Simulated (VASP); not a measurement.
# NaCl in VASP: a series of runs

NaCl is run at these levels: PBE; tasks: single point.

All numbers are computed with VASP 6.6.1; they aren't measurements. Logs are shortened: lines on timing, memory, paths and dates and some standing lists are left out, and cuts for length are marked.

### 1 The cell of the first run

It takes space group I4/mmm (No. 139, tetragonal). The conventional cell has a = 3.964 Å, b = 3.964 Å, c = 5.433 Å, α = 90.00°, β = 90.00°, γ = 90.00°. Within 3.6 Å of Na (site symmetry 4/mmm) lie 6 Cl at 2.72 to 2.80 Å. Within 3.6 Å of Cl (site symmetry 4/mmm) lie 6 Na at 2.72 to 2.80 Å.

### 2 Single point, PBE (uniaxial x strain -3.1%)

Input file INCAR:

```
SYSTEM = NaCl
ALGO = Normal ; EDIFF = 1E-7
ENCUT = 520 ; GGA = PE
ISIF = 2 ; ISMEAR = 0
LASPH = .True. ; LCHARG = .False.
LREAL = .False. ; LWAVE = .False.
NBANDS = 14 ; NELM = 100
PREC = Accurate ; SIGMA = 0.01
```

Input file KPOINTS:

```
k-points
0
Gamma
  4 4 4
  0 0 0
```

Input file POSCAR:

```
NaCl
1.0
    0.0000000000      2.8027319622      2.8027319622
    2.7166880909      0.0000000000      2.8027319622
    2.7166880909      2.8027319622      0.0000000000
Na Cl
1 1
Direct
    0.0000000000      0.0000000000      0.0000000000
    0.5000000000      0.5000000000      0.5000000000
```

Potentials or basis: VASP PAW PBE potentials, release 64 (Na_pv, Cl).

Run with:

```
$ cat potpaw_PBE.64/Na_pv/POTCAR potpaw_PBE.64/Cl/POTCAR > POTCAR
$ mpirun -np 1 vasp_std > vasp.out
```

OUTCAR:

```text
SYSTEM = NaCl
   EDIFF = 1E-7
   ENCUT = 520
   GGA = PE
   ISIF = 2
   ISMEAR = 0
   LASPH = .True.
   LREAL = .False.
   NELM = 100
   PREC = Accurate

 ion  position               nearest neighbor table
   1  0.000  0.000  0.000-   2 2.72   2 2.72
   2  0.500  0.500  0.500-   1 2.72   1 2.72

  LATTYP: Found a body centered tetragonal cell.
 ALAT       =     3.9636615526
 C/A-ratio  =     1.3707972060

  Lattice vectors:

 A1 = (  -2.7166880909,   0.0000000000,  -2.8027319622)
 A2 = (  -2.7166880909,   0.0000000000,   2.8027319622)
 A3 = (   2.7166880909,   2.8027319622,   0.0000000000)

Analysis of symmetry for initial positions (statically):
=====================================================================
 Subroutine PRICEL returns:
 Original cell was already a primitive cell.

 Routine SETGRP: Setting up the symmetry group for a
 body centered tetragonal supercell.

 Subroutine GETGRP returns: Found 16 space group operations
 (whereof 16 operations were pure point group operations)
 out of a pool of 16 trial point group operations.

The static configuration has the point symmetry D_4h.

Analysis of symmetry for dynamics (positions and initial velocities):
=====================================================================
 Subroutine PRICEL returns:
 Original cell was already a primitive cell.

 Routine SETGRP: Setting up the symmetry group for a
 body centered tetragonal supercell.

 Subroutine GETGRP returns: Found 16 space group operations
 (whereof 16 operations were pure point group operations)
 out of a pool of 16 trial point group operations.

The dynamic configuration has the point symmetry D_4h.

 Subroutine INISYM returns: Found 16 space group operations
 (whereof 16 operations are pure point group operations),
 and found     1 'primitive' translations

----------------------------------------------------------------------------------------

                                     Primitive cell

  volume of cell :      42.6808

  direct lattice vectors                    reciprocal lattice vectors
     0.000000000  2.802731962  2.802731962    -0.184047628  0.178397366  0.178397366
     2.716688091  0.000000000  2.802731962     0.184047628 -0.178397366  0.178397366
     2.716688091  2.802731962  0.000000000     0.184047628  0.178397366 -0.178397366

  length of vectors
     3.963661553  3.903293563  3.903293563     0.312289561  0.312289561  0.312289561

  position of ions in fractional coordinates (direct lattice)
     0.000000000  0.000000000  0.000000000
[... 76 lines left out ...]
   PSTRESS=    0.0 pullay stress
   NELECT =      14.0000    total number of electrons
   NUPDOWN=      -1.0000    fix difference up-down
   EMIN   =  10.00;   EMAX   =-10.00  energy-range for DOS
   EFERMI =   0.00;   METHOD = LEGACY
   ISMEAR =     0;   SIGMA  =   0.01  broadening in eV -4-tet -1-fermi 0-gaus
   EFERMI_NEDOS =   21; number of points for ismear=-14 and -15
   IALGO  =     38    algorithm
   IMIX   =      4    mixing-type and parameters
     AMIX     =   0.40;   BMIX     =  1.00
     AMIX_MAG =   1.60;   BMIX_MAG =  1.00
  volume/ion in A,a.u.               =      21.34       144.01
  Fermi-wavevector in a.u.,A,eV,Ry     =   1.129033  2.133563 17.343550  1.274715
  Thomas-Fermi vector in A             =   2.265725
   LORBIT       =      0    0 simple, 1 ext, 2 COOP (PROOUT), +10 PAW based schemes
   GGA     = PE    functional components
   LHFCALC =     F    Hartree Fock is set to
   AEXX    =    0.0000 exact exchange contribution
   IVDW    =     0    specifies the selected vdW correction
   LEPSILON=     F    determine dielectric tensor
   LRPA    =     F    only Hartree local field effects (RPA)
 non-spin polarized calculation
 Gauss-broadening in eV      SIGMA  =   0.01
  energy-cutoff  :      520.00
  volume of cell :       42.68
 maximum number of plane-waves:      1187
 NGX is ok and might be reduce to    30
   NGX = 15   NGY = 15   NGZ = 15

 number of electron      14.0000006 magnetization

 Free energy of the ion-electron system (eV)
  ---------------------------------------------------
  ext. energy  EPLUGINS =         0.00000000
  ---------------------------------------------------
  free energy    TOTEN  =        -6.74750981 eV

  energy without entropy =       -6.74750981  energy(sigma->0) =       -6.74750981

 E-fermi :  -0.3245     XC(G=0):  -8.3779

 val. band max:       -0.4249337378   @ k =   0.0000   0.0000   0.0000
 cond. band min:       4.8719647898   @ k =   0.0000   0.0000   0.0000
 fundamental gap:      5.2968985276
 Fermi energy:        -0.3245017736

 k-point     1 :       0.0000    0.0000    0.0000
  band No.  band energies     occupation
      1     -21.1625      2.00000
      2     -21.1625      2.00000
      3     -21.1590      2.00000
      4     -13.2093      2.00000
      5      -0.4493      2.00000
      6      -0.4249      2.00000
      7      -0.4249      2.00000
      8       4.8720      0.00000
      9      10.6588      0.00000
     10      10.6588      0.00000
     11      10.9003      0.00000
     12      12.7638      0.00000
     13      13.1552      0.00000
     14      14.6594      0.00000
[... 190 lines left out ...]
      1     -21.1846      2.00000
      2     -21.1735      2.00000
      3     -21.1735      2.00000
      4     -12.7485      2.00000
      5      -2.2058      2.00000
      6      -1.1239      2.00000
      7      -1.1239      2.00000
      8       7.2442      0.00000
      9       7.5203      0.00000
     10      11.4486      0.00000
     11      14.6548      0.00000
     12      14.6548      0.00000
     13      15.0485      0.00000
     14      16.7374      0.00000

------------------------ aborting loop because EDIFF is reached ----------------------------------------

  FORCE on cell =-STRESS in cart. coord.  units (eV):
  Direction    XX          YY          ZZ          XY          YZ          ZX
  --------------------------------------------------------------------------------------
  -------------------------------------------------------------------------------------
  Total        0.9442159      0.4580567      0.4580567      0.0000000      0.0000000      0.0000000
  in kB       35.4445103     17.1947907     17.1947907      0.0000000      0.0000000      0.0000000
  external PRESSURE =      23.2780306 kB  Pullay stress =       0.0000000 kB

 VOLUME and BASIS-vectors are now :
 -----------------------------------------------------------------------------
  energy-cutoff  :      520.00
  volume of cell :       42.68
      direct lattice vectors                 reciprocal lattice vectors
     0.000000000  2.802731962  2.802731962    -0.184047628  0.178397366  0.178397366
     2.716688091  0.000000000  2.802731962     0.184047628 -0.178397366  0.178397366
     2.716688091  2.802731962  0.000000000     0.184047628  0.178397366 -0.178397366

 POSITION                                       TOTAL-FORCE (eV/Angst)
 -----------------------------------------------------------------------------------
      0.00000      0.00000      0.00000        -0.000000     -0.000000     -0.000000
      2.71669      2.80273      2.80273         0.000000      0.000000      0.000000
 -----------------------------------------------------------------------------------
    total drift:                               -0.000000      0.000000      0.000000

  FREE ENERGIE OF THE ION-ELECTRON SYSTEM (eV)
  ---------------------------------------------------
  free  energy   TOTEN  =        -6.7475098137 eV

  energy  without entropy=       -6.7475098137  energy(sigma->0) =       -6.74750981
```

OSZICAR:

```text
N       E                     dE             d eps       ncg     rms          rms(c)
DAV:   1     0.101468504674E+03    0.10147E+03   -0.73197E+03   364   0.104E+03
DAV:   2     0.146465544136E+01   -0.10000E+03   -0.91882E+02   394   0.262E+02
DAV:   3    -0.680031915911E+01   -0.82650E+01   -0.82033E+01   466   0.728E+01
DAV:   4    -0.693626395238E+01   -0.13594E+00   -0.13587E+00   430   0.980E+00
DAV:   5    -0.693900230767E+01   -0.27384E-02   -0.27383E-02   468   0.145E+00    0.218E+00
DAV:   6    -0.675386482322E+01    0.18514E+00   -0.30065E-01   460   0.328E+00    0.163E+00
DAV:   7    -0.674217811292E+01    0.11687E-01   -0.82417E-02   476   0.169E+00    0.111E+00
DAV:   8    -0.674754113750E+01   -0.53630E-02   -0.92809E-03   400   0.858E-01    0.303E-01
DAV:   9    -0.674741822898E+01    0.12291E-03   -0.21498E-04   472   0.117E-01    0.157E-01
DAV:  10    -0.674751755838E+01   -0.99329E-04   -0.26638E-04   424   0.136E-01    0.617E-02
DAV:  11    -0.674750908712E+01    0.84713E-05   -0.18286E-05   472   0.417E-02    0.101E-02
DAV:  12    -0.674750957194E+01   -0.48482E-06   -0.16356E-06   448   0.125E-02    0.139E-03
DAV:  13    -0.674750999054E+01   -0.41860E-06   -0.20286E-07   454   0.301E-03    0.316E-03
DAV:  14    -0.674750979970E+01    0.19083E-06   -0.43698E-08   296   0.126E-03    0.571E-04
DAV:  15    -0.674750981372E+01   -0.14018E-07   -0.29302E-09   272   0.534E-04
   1 F= -.67475098E+01 E0= -.67475098E+01  d E =-.275896E-47
```

Run time: 15 s. Hardware: 1 thread of Intel Xeon 8259CL, shared host; peak memory 0.16 GiB.

What came out:

- Free energy: -6.7475 eV
- Pressure: 2.3 GPa
- Band gap on the k mesh: 5.30 eV

Levels at points of the mesh, in eV from the valence-band top:
```tsv
k point	band 3	band 4	band 5	band 6	band 7	band 8	band 9	band 10	band 11	band 12
(0.00, 0.00, 0.00)	-20.73	-12.78	-0.02	0.00	0.00	5.30	11.08	11.08	11.33	13.19
(0.50, 0.00, 0.00)	-20.74	-12.39	-2.09	-0.32	-0.28	7.35	10.92	11.03	11.26	15.31
(0.50, 0.50, 0.00)	-20.74	-12.35	-1.81	-0.68	-0.58	7.68	8.07	11.57	15.07	15.41
(0.00, 0.50, 0.50)	-20.75	-12.32	-1.78	-0.70	-0.70	7.67	7.95	11.87	15.08	15.08
```

Caveat: the k points lie up to 0.49 Å⁻¹ apart; the cell differs from its parent crystal (uniaxial x strain -3.1%).

### 3 Single point, PBE (shear xy strain +2.3%)

Input file INCAR:

```
PREC = Accurate
ENCUT = 520
EDIFF = 1E-6
ISMEAR = 0
SIGMA = 0.01
LREAL = False
LASPH = True
NELM = 80
ALGO = Normal
ISIF = 2
LWAVE = False
LCHARG = False
GGA = PE
NBANDS = 14
```

Input file KPOINTS:

```
regular mesh
0
Gamma
  4 4 4
```

Input file POSCAR:

```
NaCl
1.0
    0.0326518274      2.8027319622      2.8027319622
    2.8027319622      0.0326518274      2.8027319622
    2.8353837895      2.8353837895     -0.0000000001
Na Cl
1 1
Direct
    0.0000000000      0.0000000000      0.0000000000
    0.5000000000      0.5000000000      0.5000000000
```

Potentials or basis: VASP PAW PBE potentials, release 64 (Na_pv, Cl).

Run with:

```
$ cat potpaw_PBE.64/Na_pv/POTCAR potpaw_PBE.64/Cl/POTCAR > POTCAR
$ mpirun -np 1 vasp_std > vasp.out
```

Wall time 17 s (1 thread of Intel Xeon 8259CL, shared host); peak memory 0.16 GiB.

It converged, with:

| Item | Value |
| --- | --- |
| Free energy | -6.7666 eV |
| Pressure | 1.3 GPa |
| Band gap on the k mesh | 5.13 eV |

Stress tensor (GPa, compression positive):
```
 1.27 -0.30  0.00
-0.30  1.27  0.00
 0.00  0.00  1.26
```

Levels at points of the mesh, in eV from the valence-band top:
```
           k point  band 5  band 6  band 7  band 8  band 9  band 10
(0.00, 0.00, 0.00)   -0.09   -0.05    0.00    5.13   10.93    11.10
(0.50, 0.00, 0.00)   -2.02   -0.36   -0.32    7.23   10.81    10.83
(0.50, 0.50, 0.00)   -1.75   -0.72   -0.59    7.52    8.04    11.41
(0.00, 0.00, 0.50)   -2.04   -0.31   -0.27    7.29   10.65    10.97
(0.50, 0.00, 0.50)   -1.75   -0.66   -0.66    7.54    8.02    11.40
```

Caveat: the k points lie up to 0.49 Å⁻¹ apart; the cell differs from its parent crystal (shear xy strain +2.3%).

### 4 Single point, PBE

This run uses another cell than the first one, of 22.02 Å³/atom.

Input file INCAR:

```
  ALGO = Normal
  EDIFF = 1E-7
  ENCUT = 520
  GGA = PE
  ISIF = 2
  ISMEAR = -1
  LASPH = True
  LCHARG = True
  LELF = True
  LREAL = False
  LVHAR = True
  LWAVE = False
  NBANDS = 14
  NELM = 80
  PREC = Accurate
  SIGMA = 0.02
```

Input file KPOINTS:

```
k-points
0
Gamma
  8 8 8
```

Input file POSCAR:

```
NaCl
1.0
    0.0000000000      2.8027319622      2.8027319622
    2.8027319622      0.0000000000      2.8027319622
    2.8027319622      2.8027319622      0.0000000000
Na Cl
1 1
Direct
    0.0000000000      0.0000000000      0.0000000000
    0.5000000000      0.5000000000      0.5000000000
```

Potentials or basis: VASP PAW PBE potentials, release 64 (Na_pv, Cl).

Run with:

```
$ cat potpaw_PBE.64/Na_pv/POTCAR potpaw_PBE.64/Cl/POTCAR > POTCAR
$ mpirun -np 1 vasp_std > vasp.out
```

OUTCAR:

```text
EDIFF = 1E-7
   ENCUT = 520
   GGA = PE
   ISIF = 2
   ISMEAR = -1
   LASPH = True
   LREAL = False
   NELM = 80
   PREC = Accurate

 ion  position               nearest neighbor table
   1  0.000  0.000  0.000-
   2  0.500  0.500  0.500-

  LATTYP: Found a face centered cubic cell.
 ALAT       =     5.6054639244

  Lattice vectors:

 A1 = (   0.0000000000,   2.8027319622,   2.8027319622)
 A2 = (   2.8027319622,   0.0000000000,   2.8027319622)
 A3 = (   2.8027319622,   2.8027319622,   0.0000000000)

Analysis of symmetry for initial positions (statically):
=====================================================================
 Subroutine PRICEL returns:
 Original cell was already a primitive cell.

 Routine SETGRP: Setting up the symmetry group for a
 face centered cubic supercell.

 Subroutine GETGRP returns: Found 48 space group operations
 (whereof 48 operations were pure point group operations)
 out of a pool of 48 trial point group operations.

The static configuration has the point symmetry O_h .

Analysis of symmetry for dynamics (positions and initial velocities):
[... 172 lines left out ...]
      5      -0.6240      2.00000
      6      -0.6240      2.00000
      7      -0.6240      2.00000
      8       4.5556      0.00000
      9      10.5153      0.00000
     10      10.5153      0.00000
     11      10.5154      0.00000
     12      12.7000      0.00000
     13      12.7000      0.00000
     14      14.3382      0.00000
[... 377 lines left out ...]
      1     -21.4324      2.00000
      2     -21.4157      2.00000
      3     -21.4116      2.00000
      4     -12.9357      2.00000
      5      -2.3222      2.00000
      6      -1.4100      2.00000
      7      -1.0492      2.00000
      8       7.7543      0.00000
      9       8.9977      0.00000
     10       9.7148      0.00000
     11      11.1773      0.00000
     12      13.8231      0.00000
     13      15.1105      0.00000
     14      16.1229      0.00000

 [... further k-points ...]

------------------------ aborting loop because EDIFF is reached ----------------------------------------

  FORCE on cell =-STRESS in cart. coord.  units (eV):
  Direction    XX          YY          ZZ          XY          YZ          ZX
  --------------------------------------------------------------------------------------
  -------------------------------------------------------------------------------------
  Total        0.3402864      0.3402864      0.3402864     -0.0000000      0.0000000      0.0000000
  in kB       12.3817074     12.3817074     12.3817074     -0.0000000      0.0000000      0.0000000
  external PRESSURE =      12.3817074 kB  Pullay stress =       0.0000000 kB

 VOLUME and BASIS-vectors are now :
 -----------------------------------------------------------------------------
  energy-cutoff  :      520.00
  volume of cell :       44.03
      direct lattice vectors                 reciprocal lattice vectors
     0.000000000  2.802731962  2.802731962    -0.178397366  0.178397366  0.178397366
     2.802731962  0.000000000  2.802731962     0.178397366 -0.178397366  0.178397366
     2.802731962  2.802731962  0.000000000     0.178397366  0.178397366 -0.178397366

 POSITION                                       TOTAL-FORCE (eV/Angst)
 -----------------------------------------------------------------------------------
      0.00000      0.00000      0.00000        -0.000000     -0.000000     -0.000000
      2.80273      2.80273      2.80273         0.000000      0.000000      0.000000
 -----------------------------------------------------------------------------------
    total drift:                               -0.000000      0.000000      0.000000

  FREE ENERGIE OF THE ION-ELECTRON SYSTEM (eV)
  ---------------------------------------------------
  free  energy   TOTEN  =        -6.7694395958 eV

  energy  without entropy=       -6.7694395958  energy(sigma->0) =       -6.76943960
```

OSZICAR:

```text
N       E                     dE             d eps       ncg     rms          rms(c)
DAV:   1     0.101809047762E+03    0.10181E+03   -0.70692E+03   812   0.990E+02
DAV:   2     0.107422389916E+01   -0.10073E+03   -0.92805E+02   912   0.278E+02
DAV:   3    -0.683975155495E+01   -0.79140E+01   -0.78719E+01  1034   0.716E+01
DAV:   4    -0.696147093165E+01   -0.12172E+00   -0.12168E+00   976   0.968E+00
DAV:   5    -0.696417371963E+01   -0.27028E-02   -0.27026E-02  1024   0.144E+00    0.216E+00
DAV:   6    -0.677536210896E+01    0.18881E+00   -0.31216E-01   992   0.328E+00    0.161E+00
DAV:   7    -0.676389809736E+01    0.11464E-01   -0.80673E-02  1078   0.164E+00    0.110E+00
DAV:   8    -0.676945360784E+01   -0.55555E-02   -0.97327E-03   908   0.855E-01    0.300E-01
DAV:   9    -0.676933731026E+01    0.11630E-03   -0.21419E-04  1004   0.113E-01    0.161E-01
DAV:  10    -0.676944934950E+01   -0.11204E-03   -0.30207E-04   926   0.139E-01    0.649E-02
DAV:  11    -0.676943915942E+01    0.10190E-04   -0.18531E-05  1034   0.410E-02    0.143E-02
DAV:  12    -0.676943927046E+01   -0.11104E-06   -0.22112E-06   938   0.142E-02    0.140E-03
DAV:  13    -0.676943979786E+01   -0.52740E-06   -0.28334E-07   968   0.357E-03    0.351E-03
DAV:  14    -0.676943959289E+01    0.20497E-06   -0.48245E-08   706   0.125E-03    0.340E-04
DAV:  15    -0.676943959584E+01   -0.29549E-08   -0.32927E-09   550   0.570E-04
   1 F= -.67694396E+01 E0= -.67694396E+01  d E =-.558631E-12
```

stdout:

```text
POSCAR found type information on POSCAR NaCl
 POSCAR found :  2 types and       2 ions
 scaLAPACK will be used
 LDA part: xc-table for (Slater+PW92), standard interpolation
 POSCAR, INCAR and KPOINTS ok, starting setup
 FFT: planning ... GRIDC
 FFT: planning ... GRID_SOFT
 FFT: planning ... GRID
 WAVECAR not read
 entering main loop
```

Wall time 31 s (1 thread of Intel Xeon 8259CL, shared host); peak memory 0.16 GiB.

What came out:

* Free energy: -6.7694 eV
* Pressure: 1.2 GPa
* Band gap on the k mesh: 5.18 eV

PBE gaps usually lie below the measured ones, often by a third to a half.

### 5 The runs side by side

```tsv
cell	k mesh	smearing	gap on the mesh (eV)	pressure (GPa)
a = 3.964, b = 3.903, c = 3.903 Å, angles 61.0, 59.5, 59.5°, 2 atoms	4 × 4 × 4	gaussian 0.01 eV	5.30	2.3
a = 3.964, b = 3.964, c = 4.010 Å, angles 59.6, 59.6, 59.2°, 2 atoms	4 × 4 × 4	gaussian 0.01 eV	5.13	1.3
a = 3.964 Å, angles 60.0°, 2 atoms	8 × 8 × 8	fermi-dirac 0.02 eV	5.18	1.2
```

Alike in all rows: task single point; level PBE; potentials or basis VASP PAW PBE potentials, release 64 (Na_pv, Cl); no spin polarisation; cutoff (eV) 520.

Caveats: some runs use coarse meshes.

Absolute energies hang on the potentials; compare differences alone.
